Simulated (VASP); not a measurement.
Here is a VASP 6.6.1 calculation.

The input INCAR:

```
SYSTEM = B3Pd
  ALGO = Normal
  EDIFF = 1E-6
  ENCUT = 500
  GGA = PE
  GGA_COMPAT = .False.
  ISIF = 2
  ISMEAR = 0
  LASPH = .True.
  LCHARG = .False.
  LREAL = .False.
  LWAVE = .False.
  NBANDS = 29
  NELM = 120
  PREC = Accurate
  SIGMA = 0.2
```

File KPOINTS:

```
k-points
0
Gamma
  5 5 3
  0 0 0
```

Contents of POSCAR:

```
B3Pd
1.0
    3.8748139659      0.0000000000      0.0000000000
   -1.9374069830      3.3556873294      0.0000000000
    0.0000000000      0.0000000000      5.9781172188
B Pd
6 2
Direct
    0.0000000000      0.0000000000      0.2500000000
    0.0000000000      0.0000000000      0.7500000000
    0.3333333333      0.6666666667      0.6106926513
    0.6666666667      0.3333333333      0.1106926513
    0.3333333333      0.6666666667      0.8893073487
    0.6666666667      0.3333333333      0.3893073487
    0.3333333333      0.6666666667      0.2500000000
    0.6666666667      0.3333333333      0.7500000000
```

Potentials or basis: VASP PAW PBE potentials, release 64 (B, Pd).

Launch:

```console
$ cat potpaw_PBE.64/B/POTCAR potpaw_PBE.64/Pd/POTCAR > POTCAR
$ mpirun -np 1 vasp_std > vasp.out
```

Task: Estimate the largest force.

Result: 0.011 eV/Å.

Task: Estimate the pressure.

Result: 0.0 GPa.

Task: Estimate the band gap on the k mesh.

Result: Zero (band 19 reaches 9.93 eV, above the bottom of band 20 at 8.00 eV).

Forces on the atoms (eV/Å):
```
B    0.000  0.000  0.000
B    0.000  0.000  0.000
B    0.000  0.000 -0.011
B    0.000  0.000 -0.011
B    0.000  0.000  0.011
B    0.000  0.000  0.011
Pd   0.000  0.000  0.000
Pd   0.000  0.000  0.000
```

Caveat: the k points lie up to 0.37 Å⁻¹ apart.
